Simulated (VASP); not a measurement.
Wanted: the native input for a VASP 6.6.1 run.

```
Task                   : single point
Functional             : LDA
Potentials or basis    : VASP PAW LDA potentials, release 64 (C)
Cutoff                 : 520 eV
k mesh                 : 10 × 10 × 3
Occupations            : gaussian, width 0.05 eV
Spin                   : no spin polarisation
Dipole correction      : no
Further INCAR settings : ALGO = Normal; EDIFF = 1e-07; NBANDS = 31; ISYM = 0
```

The structure of C lies in POSCAR:

```
C
1.0
   -2.4912907516      0.0000000000      0.0000000000
   -1.2456453758     -2.1575210791      0.0000000000
    1.2456453758      0.7191736930     11.2538776052
C
10
Direct
    0.0048593384      0.0048593384      0.6139780153
    0.9596329002      0.9596329002      0.4782987007
    0.0812832626      0.0812832626      0.8432497879
    0.8832089760      0.8832089760      0.2490269281
    0.1561591055      0.1561591055      0.0678773165
    0.8379525537      0.8379525537      0.1132576611
    0.3534203021      0.3534203021      0.6596609063
    0.6110719366      0.6110719366      0.4326158097
    0.3993940469      0.3993940469      0.7975821406
    0.5650981918      0.5650981918      0.2946945755
```

This cell differs from its parent crystal: the distance across one plane changed.

These files were run (other wordings do the same):

INCAR

```
ALGO     = Normal         # electronic algorithm
EDIFF    = 1E-7           # SCF threshold, eV
ENCUT    = 520            # plane-wave cutoff, eV
ISIF     = 2              # what is computed and relaxed
ISMEAR   = 0              # smearing method
ISYM     = 0            
LASPH    = T              # aspherical terms in the spheres
LCHARG   = F              # write CHGCAR
LREAL    = F              # projectors in reciprocal space
LWAVE    = F              # write WAVECAR
NBANDS   = 31             # bands
NELM     = 80             # most SCF steps
PREC     = Accurate       # precision mode
SIGMA    = 0.05           # smearing width, eV
```

KPOINTS

```
k-points
0
Gamma
  10 10 3
```

Potentials or basis: VASP PAW LDA potentials, release 64 (C).

The run is started by

```bash
$ cat potpaw_LDA.64/C/POTCAR > POTCAR
$ mpirun -np 1 vasp_std > vasp.out
```

Results of the run:

- Pressure: -8.1 GPa
- Largest force: 3.442 eV/Å

Caveat: the cell differs from its parent crystal (the distance across one plane changed); the cell stands under tension; forces of over 1 eV/Å act on the atoms, so gaps and moduli don't describe the material at rest.

Run time: 2.3 min on 1 thread of AMD EPYC 9R45 96-Core Processor (Zen 5) (shared host), peak memory 0.25 GiB.
